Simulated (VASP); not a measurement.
# SnO2 (Pm) in VASP: single point with r2SCAN

Aim: the single point of SnO2 with r2SCAN.

Everything below comes from runs of VASP 6.6.1. Logs are shortened: lines on timing, memory, paths and dates and some standing lists are left out, and cuts for length are marked.

**1. The cell of the first run**

Symmetry: Pm, No. 6, monoclinic system. Conventional cell: a = 4.760 Å, b = 3.201 Å, c = 9.528 Å, α = 90.00°, β = 92.38°, γ = 90.00°. Sn (site symmetry m) has 6 O at 1.92 to 2.36 Å within 2.5 Å. Within 2.7 Å of Sn (site symmetry m) lie 6 O at 2.06 to 2.07 Å. Sn (site symmetry m) has 6 O at 2.06 to 2.07 Å within 2.7 Å. Sn (site symmetry m) has 6 O at 2.06 to 2.07 Å within 2.7 Å. O (site symmetry m) has 3 Sn at 2.06 to 2.07 Å and 1 O at 2.35 Å within 2.7 Å. O (site symmetry m) has 3 Sn at 2.06 to 2.07 Å and 1 O at 2.61 Å within 2.7 Å. Within 2.7 Å of O (site symmetry m) lie 3 Sn at 2.06 to 2.07 Å and 1 O at 2.61 Å. O (site symmetry m) has 3 Sn at 2.06 to 2.07 Å and 1 O at 2.61 Å within 2.7 Å.

**2. Single point, r2SCAN**

Contents of POSCAR:

```
SnO2
1.0
    0.0000000000      0.0000000000     -3.2007107590
   -4.7598182097      0.0000000000      0.0000000000
   -0.3964928569      9.5201150501      0.0000000000
Sn O
4 8
Direct
    0.5000000000      0.4207400500      0.9515000000
    0.5000000000      0.4623900500      0.4515000000
    1.0000000000     -0.0167849500      0.2015000000
    1.0000000000     -0.0584349500      0.7015000000
    0.0000000000      0.6229595251      0.8544791092
    0.0000000000      0.6646095251      0.3544791092
    0.5000000000      0.1276208447      0.7985208908
    0.5000000000      0.1692708447      0.2985208908
    0.5000000000      0.7971592553      0.1044791092
    0.5000000000      0.7555092553      0.6044791092
    1.0000000000      0.3018205749      0.0485208908
    1.0000000000      0.2601705749      0.5485208908
```

Contents of INCAR.step1:

```
SYSTEM = SnO2
ALGO = Normal ; EDIFF = 1E-4
ENCUT = 520 ; GGA = PE
ISMEAR = 0 ; LASPH = .TRUE.
LCHARG = .FALSE. ; LREAL = .FALSE.
LWAVE = .TRUE. ; NBANDS = 64
NELM = 80 ; PREC = Accurate
SIGMA = 0.05
```

Contents of INCAR.step2:

```
SYSTEM = SnO2
ALGO = Normal ; EDIFF = 1E-6
ENCUT = 520 ; ISIF = 2
ISMEAR = 0 ; ISTART = 1
LASPH = .TRUE. ; LCHARG = .FALSE.
LMIXTAU = .TRUE. ; LREAL = .FALSE.
LWAVE = .FALSE. ; METAGGA = R2SCAN
NBANDS = 64 ; NELM = 80
PREC = Accurate ; SIGMA = 0.05
```

Contents of KPOINTS:

```
k-points
0
G
  8 6 3
  0 0 0
```

Potentials or basis: VASP PAW PBE potentials, release 64 (Sn_d, O).

Launch:

```
> cat potpaw_PBE.64/Sn_d/POTCAR potpaw_PBE.64/O/POTCAR > POTCAR
> cp INCAR.step1 INCAR
> mpirun -np 1 vasp_std > vasp.out
> cp INCAR.step2 INCAR
> mpirun -np 1 vasp_std > vasp.out
```

OUTCAR:

```text
SYSTEM = SnO2
   EDIFF = 1E-6
   ENCUT = 520
   ISIF = 2
   ISMEAR = 0
   ISTART = 1
   LASPH = .TRUE.
   LREAL = .FALSE.
   METAGGA = R2SCAN
   NELM = 80
   PREC = Accurate

 ion  position               nearest neighbor table
   1  0.500  0.421  0.952-  11 1.92  11 1.92   7 2.06   5 2.07   5 2.07   9 2.36   3 3.49   3 3.49
                             4 3.73   4 3.73   4 3.73   4 3.73
   2  0.500  0.462  0.452-  10 2.06   8 2.06  12 2.07  12 2.07   6 2.07   6 2.07   3 3.73   3 3.73
                             4 3.73   4 3.73   4 3.73   4 3.73   3 3.73   3 3.73
   3  0.000  0.983  0.202-   6 2.06  11 2.06   8 2.07   8 2.07   9 2.07   9 2.07   1 3.49   1 3.49
                             2 3.73   2 3.73   2 3.73   2 3.73
   4  0.000  0.942  0.702-   5 2.06  12 2.06   7 2.07   7 2.07  10 2.07  10 2.07   2 3.73   2 3.73
                             1 3.73   1 3.73   2 3.73   1 3.73   2 3.73   1 3.73
   5  0.000  0.623  0.854-   4 2.06   1 2.07   1 2.07
   6  0.000  0.665  0.354-   3 2.06   2 2.07   2 2.07
   7  0.500  0.128  0.799-   1 2.06   4 2.07   4 2.07
   8  0.500  0.169  0.299-   2 2.06   3 2.07   3 2.07
   9  0.500  0.797  0.104-   3 2.07   3 2.07   1 2.36
  10  0.500  0.756  0.604-   2 2.06   4 2.07   4 2.07
  11  0.000  0.302  0.049-   1 1.92   1 1.92   3 2.06
  12  0.000  0.260  0.549-   4 2.06   2 2.07   2 2.07

  LATTYP: Found a simple monoclinic cell.
 ALAT       =     4.7598182097
 B/A-ratio  =     0.6724439081
 C/A-ratio  =     2.0018344402
 COS(beta)  =    -0.0416118328

  Lattice vectors:

 A1 = (  -4.7598182097,   0.0000000000,   0.0000000000)
 A2 = (   0.0000000000,   0.0000000000,  -3.2007107590)
 A3 = (   0.3964928569,  -9.5201150501,   0.0000000000)

Analysis of symmetry for initial positions (statically):
=====================================================================
 Subroutine PRICEL returns:
 Original cell was already a primitive cell.

 Routine SETGRP: Setting up the symmetry group for a
 simple monoclinic supercell.

 Subroutine GETGRP returns: Found  2 space group operations
 (whereof  2 operations were pure point group operations)
 out of a pool of  4 trial point group operations.

The static configuration has the point symmetry C_1h.

Analysis of symmetry for dynamics (positions and initial velocities):
=====================================================================
 Subroutine PRICEL returns:
 Original cell was already a primitive cell.

 Routine SETGRP: Setting up the symmetry group for a
 simple monoclinic supercell.

 Subroutine GETGRP returns: Found  2 space group operations
 (whereof  2 operations were pure point group operations)
 out of a pool of  4 trial point group operations.

The dynamic configuration has the point symmetry C_1h.

 Subroutine INISYM returns: Found  2 space group operations
 (whereof  2 operations are pure point group operations),
 and found     1 'primitive' translations

----------------------------------------------------------------------------------------

                                     Primitive cell

  volume of cell :     145.0371

  direct lattice vectors                    reciprocal lattice vectors
     0.000000000  0.000000000 -3.200710759     0.000000000  0.000000000 -0.312430605
    -4.759818210  0.000000000  0.000000000    -0.210092057 -0.008749894  0.000000000
    -0.396492857  9.520115050  0.000000000     0.000000000  0.105040747  0.000000000

  length of vectors
     3.200710759  4.759818210  9.528368021     0.312430605  0.210274186  0.105040747

  position of ions in fractional coordinates (direct lattice)
     0.500000000  0.420740050  0.951500000
     0.500000000  0.462390050  0.451500000
     0.000000000  0.983215050  0.201500000
     0.000000000  0.941565050  0.701500000
     0.000000000  0.622959525  0.854479109
     0.000000000  0.664609525  0.354479109
     0.500000000  0.127620845  0.798520891
     0.500000000  0.169270845  0.298520891
     0.500000000  0.797159255  0.104479109
     0.500000000  0.755509255  0.604479109
     0.000000000  0.301820575  0.048520891
     0.000000000  0.260170575  0.548520891

  ion indices of the primitive-cell ions
   primitive index   ion index
                 1           1
                 2           2
                 3           3
                 4           4
                 5           5
                 6           6
                 7           7
                 8           8
                 9           9
                10          10
                11          11
                12          12

----------------------------------------------------------------------------------------

 KPOINTS: k-points

Automatic generation of k-mesh.
 Grid dimensions read from file:
 generate k-points for:    8    6    3

 Generating k-lattice:

  Cartesian coordinates                     Fractional coordinates (reciprocal lattice)
     0.000000000  0.000000000 -0.039053826     0.125000000  0.000000000  0.000000000
    -0.035015343 -0.001458316  0.000000000     0.000000000  0.166666667  0.000000000
     0.000000000  0.035013582  0.000000000     0.000000000  0.000000000  0.333333333

  Length of vectors
     0.039053826  0.035045698  0.035013582

  Shift w.r.t. Gamma in fractional coordinates (k-lattice)
     0.000000000  0.000000000  0.000000000

 Subroutine IBZKPT returns following result:
 ===========================================

 Found     50 irreducible k-points:

 Following reciprocal coordinates:
            Coordinates               Weight
  0.000000  0.000000  0.000000      1.000000
  0.125000  0.000000  0.000000      2.000000
  0.250000  0.000000  0.000000      2.000000
  0.375000  0.000000  0.000000      2.000000
  0.500000  0.000000  0.000000      1.000000
  0.000000  0.166667  0.000000      2.000000
[... 16 lines left out ...]
  0.250000  0.000000  0.333333      4.000000
  0.375000  0.000000  0.333333      4.000000
 [... further k-points ...]
   k-points           NKPTS =     50   k-points in BZ     NKDIM =     50   number of bands    NBANDS=     64
   number of dos      NEDOS =    301   number of ions     NIONS =     12
   total plane-waves  NPLWV =  62208
   dimension x,y,z NGX =    24 NGY =   36 NGZ =   72
   dimension x,y,z NGXF=    48 NGYF=   72 NGZF=  144
   ions per type =               4   8
   NGX,Y,Z   is equivalent  to a cutoff of  12.47, 12.57, 12.56 a.u.
   NGXF,Y,Z  is equivalent  to a cutoff of  24.93, 25.15, 25.12 a.u.
 SYSTEM =  SnO2
   PREC   = accura    normal or accurate (medium, high low for compatibility)
   ISTART =      1    job   : 0-new  1-cont  2-samecut
   ICHARG =      0    charge: 1-file 2-atom 10-const
   ISPIN  =      1    spin polarized calculation?
   LNONCOLLINEAR =      F non collinear calculations
   LSORBIT =      F    spin-orbit coupling
   LASPH  =      T    aspherical Exc in radial PAW
   ENCUT  =  520.0 eV  38.22 Ry    6.18 a.u.   5.95  8.85 17.72*2*pi/ulx,y,z
   NELM   =     80;   NELMIN=  2; NELMDL=  0     # of ELM steps
   EDIFF  = 0.1E-05   stopping-criterion for ELM
   LREAL  =      F    real-space projection
   EDIFFG = 0.1E-04   stopping-criterion for IOM
   NSW    =      0    number of steps for IOM
   IBRION =     -1    ionic relax: 0-MD 1-quasi-New 2-CG
   NFREE  =      0    steps in history (QN), initial steepest desc. (CG)
   ISIF   =      2    stress and relaxation
   ISYM   =      2    0-nonsym 1-usesym 2-fastsym
   POTIM  = 0.5000    time-step for ionic-motion
   TEBEG  =    0.0;   TEEND  =   0.0 temperature during run
   PSTRESS=    0.0 pullay stress
   NELECT =     104.0000    total number of electrons
   NUPDOWN=      -1.0000    fix difference up-down
   EMIN   =  10.00;   EMAX   =-10.00  energy-range for DOS
   EFERMI =   0.00;   METHOD = LEGACY
   ISMEAR =     0;   SIGMA  =   0.05  broadening in eV -4-tet -1-fermi 0-gaus
   EFERMI_NEDOS =   21; number of points for ismear=-14 and -15
   IALGO  =     38    algorithm
   IMIX   =      4    mixing-type and parameters
     AMIX     =   0.40;   BMIX     =  1.00
     AMIX_MAG =   1.60;   BMIX_MAG =  1.00
  volume/ion in A,a.u.               =      12.09        81.56
  Fermi-wavevector in a.u.,A,eV,Ry     =   1.465299  2.769014 29.213088  2.147101
  Thomas-Fermi vector in A             =   2.581173
   LORBIT       =      0    0 simple, 1 ext, 2 COOP (PROOUT), +10 PAW based schemes
   METAGGA = R2SCAN    functional components
   LHFCALC =     F    Hartree Fock is set to
   AEXX    =    0.0000 exact exchange contribution
   IVDW    =     0    specifies the selected vdW correction
   LEPSILON=     F    determine dielectric tensor
   LRPA    =     F    only Hartree local field effects (RPA)
 non-spin polarized calculation
 Gauss-broadening in eV      SIGMA  =   0.05
  energy-cutoff  :      520.00
  volume of cell :      145.04
 maximum number of plane-waves:      3934
 NGX is ok and might be reduce to    24
   NGX = 11   NGY = 17   NGZ = 35

 number of electron     103.9999999 magnetization

 Free energy of the ion-electron system (eV)
  ---------------------------------------------------
  ext. energy  EPLUGINS =         0.00000000
  ---------------------------------------------------
  free energy    TOTEN  =      -168.38204966 eV

  energy without entropy =     -168.38204966  energy(sigma->0) =     -168.38204966

 E-fermi :   5.8069     XC(G=0): -11.9589

 val. band max:        5.6057240215   @ k =   0.0000   0.0000   0.0000
 cond. band min:       7.3937956928   @ k =   0.0000   0.0000   0.0000
 fundamental gap:      1.7880716714
 Fermi energy:         5.8069292457

 k-point     1 :       0.0000    0.0000    0.0000
  band No.  band energies     occupation
      1     -16.6958      2.00000
      2     -15.9475      2.00000
      3     -15.7231      2.00000
      4     -15.3593      2.00000
      5     -15.3291      2.00000
      6     -15.1554      2.00000
[... 56 lines left out ...]
     63      17.2821      0.00000
     64      17.4188      0.00000

 k-point     2 :       0.1250    0.0000    0.0000
  band No.  band energies     occupation
      1     -16.6150      2.00000
      2     -15.9002      2.00000
      3     -15.7441      2.00000
      4     -15.4466      2.00000
      5     -15.3167      2.00000
      6     -15.1183      2.00000
[... 56 lines left out ...]
     63      16.9162      0.00000
     64      17.9061      0.00000

 k-point     3 :       0.2500    0.0000    0.0000
  band No.  band energies     occupation
      1     -16.5302      2.00000
      2     -15.9219      2.00000
      3     -15.7699      2.00000
      4     -15.5684      2.00000
      5     -15.4290      2.00000
      6     -15.2800      2.00000
[... 1396 lines left out ...]
     63      16.5018      0.00000
     64      17.5043      0.00000

 k-point    24 :       0.3750    0.0000    0.3333
  band No.  band energies     occupation
      1     -16.6585      2.00000
      2     -15.9566      2.00000
      3     -15.8550      2.00000
      4     -15.7231      2.00000
      5     -15.5161      2.00000
      6     -15.2368      2.00000
[... 56 lines left out ...]
     63      16.9220      0.00000
     64      17.2270      0.00000

 [... further k-points ...]

------------------------ aborting loop because EDIFF is reached ----------------------------------------

  FORCE on cell =-STRESS in cart. coord.  units (eV):
  Direction    XX          YY          ZZ          XY          YZ          ZX
  --------------------------------------------------------------------------------------
  -------------------------------------------------------------------------------------
  Total        1.2939762      4.4821066      5.4618316      5.7033731      0.0000000      0.0000000
  in kB       14.2941345     49.5123758     60.3350799     63.0033110      0.0000000      0.0000000
  external PRESSURE =      41.3805301 kB  Pullay stress =       0.0000000 kB

 VOLUME and BASIS-vectors are now :
 -----------------------------------------------------------------------------
  energy-cutoff  :      520.00
  volume of cell :      145.04
      direct lattice vectors                 reciprocal lattice vectors
     0.000000000  0.000000000 -3.200710759     0.000000000  0.000000000 -0.312430605
    -4.759818210  0.000000000  0.000000000    -0.210092057 -0.008749894  0.000000000
    -0.396492857  9.520115050  0.000000000     0.000000000  0.105040747  0.000000000

 POSITION                                       TOTAL-FORCE (eV/Angst)
 -----------------------------------------------------------------------------------
     -2.37991      9.05839     -1.60036        -3.083623     -2.067654      0.000000
     -2.37991      4.29833     -1.60036        -0.143172     -0.100954      0.000000
     -4.75982      1.91830      0.00000         1.415251      0.396458      0.000000
     -4.75982      6.67836      0.00000         0.290013     -0.181510      0.000000
     -3.30397      8.13474      0.00000        -0.835432     -0.990472      0.000000
     -3.30397      3.37468      0.00000         0.087741      0.159192      0.000000
     -0.92406      7.60201     -1.60036        -0.229464      0.443460      0.000000
     -0.92406      2.84195     -1.60036        -0.262508     -0.014262      0.000000
     -3.83576      0.99465     -1.60036         0.398189     -0.678685      0.000000
     -3.83576      5.75471     -1.60036        -0.036295      0.010941      0.000000
     -1.45585      0.46192      0.00000         2.310897      2.903417      0.000000
     -1.45585      5.22198      0.00000         0.088403      0.120069      0.000000
 -----------------------------------------------------------------------------------
    total drift:                               -0.010211     -0.005676     -0.000000

  FREE ENERGIE OF THE ION-ELECTRON SYSTEM (eV)
  ---------------------------------------------------
  free  energy   TOTEN  =      -168.3820496560 eV

  energy  without entropy=     -168.3820496560  energy(sigma->0) =     -168.38204966
```

Run time: 29 min. Hardware: 1 thread of Oxide Virtual Turin-like, shared host; peak memory 0.44 GiB.

What came out:

```yaml
Free_energy: -168.3820 eV
Pressure: 4.1 GPa
Largest_force: 3.713 eV/Å
Band_gap_on_the_k_mesh: 1.79 eV
```

Forces on the atoms (eV/Å):
```
Sn  -3.084 -2.068  0.000
Sn  -0.143 -0.101  0.000
Sn   1.415  0.396  0.000
Sn   0.290 -0.182  0.000
O   -0.835 -0.990  0.000
O    0.088  0.159  0.000
O   -0.229  0.443  0.000
O   -0.263 -0.014  0.000
O    0.398 -0.679  0.000
O   -0.036  0.011  0.000
O    2.311  2.903  0.000
O    0.088  0.120  0.000
```

Caveat: the cell stands under pressure; the PAW data sets were made with another functional, which shifts forces and pressure a little; spin-orbit coupling is left out, which moves the levels of the heavy elements.
